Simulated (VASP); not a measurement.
CoO: single point with revPBE

Crystal: CoO.

```
CELL_PARAMETERS angstrom
0.00000 2.14562 2.14562
2.14562 0.00000 2.14562
2.14562 2.14562 0.00000
ATOMIC_POSITIONS crystal
Co 0.00000 0.00000 0.00000
O 0.50000 0.50000 0.50000
```

| Property | Result |
| --- | --- |
| Program | VASP 6.6.1 |
| Task | single point |
| Functional | revPBE |
| Potentials or basis | VASP PAW PBE potentials, release 64 (Co_sv, O) |
| Cutoff | 600 eV |
| k mesh | 11 × 11 × 11 |
| Occupations | fermi-dirac, width 0.05 eV |
| Spin | collinear spin, ferromagnetic start |
| Starting moments | [2.0, 0.0] μB |
| Dipole correction | no |
| Second run | valence_matched |
| Further INCAR settings | ALGO = Normal; EDIFF = 1e-06; NBANDS = 22 |

- Pressure: -3.2 GPa
- Band gap on the k mesh: zero (filled and empty bands overlap)
- Net moment: 2.97 μB per cell
- Site moments: Co +2.56; O +0.30 μB
- Valence electrons inside the program's atomic spheres: Co 14.86; O 4.98

Levels at points of the mesh, in eV from the Fermi level:
Spin up:
```
           k point  band 9  band 10  band 11  band 12  band 13  band 14  band 15  band 16  band 17  band 18
(0.00, 0.00, 0.00)   -3.09    -3.09    -3.07    -3.07    -3.07     0.85    16.75    17.88    17.88    17.88
```
Spin down:
```csv
k point,band 6,band 7,band 8,band 9,band 10,band 11,band 12,band 13,band 14,band 15
"(0.00, 0.00, 0.00)",-2.49,-2.49,-2.49,-1.05,-1.05,-1.05,0.19,0.19,1.38,16.57
```

Run time: 40 s on 1 thread of AMD EPYC 9R45 96-Core Processor (Zen 5), on a shared host, peak memory 0.14 GiB.

Caveat: the PAW data sets were made with another functional, which shifts forces and pressure a little; a cell with one magnetic atom can't hold antiferromagnetic order, which such compounds often take; semilocal functionals often make such compounds metallic where correlation or magnetic order opens a gap, which also shifts bond lengths. With open d or f shells a metallic result of revPBE can be an artefact of self-interaction; +U or a hybrid may open a gap.
